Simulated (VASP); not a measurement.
Set up this calculation in VASP 6.6.1, as the native input.

```yaml
Task: single point
Functional: PBE
Potentials_or_basis: VASP PAW PBE potentials, release 64 (Mg, O)
Cutoff: 600 eV
k_mesh: 9 × 9 × 9
Occupations: gaussian, width 0.01 eV
Spin: no spin polarisation
Dipole_correction: no
Further_INCAR_settings: ALGO = Normal; EDIFF = 1e-06; NBANDS = 11
```

The structure of MgO lies in POSCAR:

```
MgO
1.0
    0.0000000000      2.1610000000      2.1610000000
    2.1610000000      0.0000000000      2.1610000000
    2.1610000000      2.1610000000      0.0000000000
Mg O
1 1
Direct
    0.0000000000      0.0000000000      0.0000000000
    0.5000000000      0.5000000000      0.5000000000
```

These files were run (other wordings do the same):

INCAR

```
  ALGO = Normal
  EDIFF = 1E-6
  ENCUT = 600
  GGA = PE
  GGA_COMPAT = False
  ISIF = 2
  ISMEAR = 0
  LASPH = True
  LCHARG = False
  LREAL = False
  LWAVE = False
  NBANDS = 11
  NELM = 120
  PREC = Accurate
  SIGMA = 0.01
```

KPOINTS

```
k-points
0
Gamma
  9 9 9
```

Potentials or basis: VASP PAW PBE potentials, release 64 (Mg, O).

The run is started by

```bash
$ cat potpaw_PBE.64/Mg/POTCAR potpaw_PBE.64/O/POTCAR > POTCAR
$ mpirun -np 1 vasp_std > vasp.out
```

It gave:

- Pressure: -7.4 GPa
- Band gap on the k mesh: 4.01 eV, direct

It took 2.9 s on 1 thread of Intel(R) Xeon(R) 6975P-C (Granite Rapids) (shared host), peak memory 0.14 GiB.
